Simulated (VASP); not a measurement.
A run of VASP 6.6.1 is set up as follows.

The input INCAR:

```
PREC = Accurate ; ENCUT = 520
EDIFF = 1E-8 ; ISMEAR = 0
SIGMA = 0.01 ; LREAL = F
LASPH = T ; NELM = 100
ALGO = Normal ; ISIF = 2
LWAVE = F ; LCHARG = F
GGA = CA ; LEPSILON = T
```

The input KPOINTS:

```
regular mesh
0
Gamma
  8 8 8
```

POSCAR

```
PbSe
1.0
    0.0000000000      3.0606500000      3.0606500000
    3.0606500000      0.0000000000      3.0606500000
    3.0606500000      3.0606500000      0.0000000000
Pb Se
1 1
Direct
    0.0000000000      0.0000000000      0.0000000000
    0.5000000000      0.5000000000      0.5000000000
```

Potentials or basis: VASP PAW LDA potentials, release 64 (Pb_d, Se).

Command:

```console
$ cat potpaw_LDA.64/Pb_d/POTCAR potpaw_LDA.64/Se/POTCAR > POTCAR
$ mpirun -np 1 vasp_std > vasp.out
```

Question: Predict the electronic dielectric tensor (diagonal).

Answer: 88.64.

Question: Predict the Born charges (mean of the diagonal).

Answer: Pb +2.14; Se -2.14 e.

Question: Estimate the band gap on the k mesh.

Answer: 0.16 eV.

Born effective charge tensors (e):
atom 1, Pb
```
2.14 0.00 0.00
0.00 2.14 0.00
0.00 0.00 2.14
```
atom 2, Se
```
-2.14  0.00  0.00
 0.00 -2.14  0.00
 0.00  0.00 -2.14
```

Caveat: the gap is small at this level, which inflates the dielectric constant; spin-orbit coupling is left out, which moves the levels of the heavy elements. A k mesh can miss the band edges.
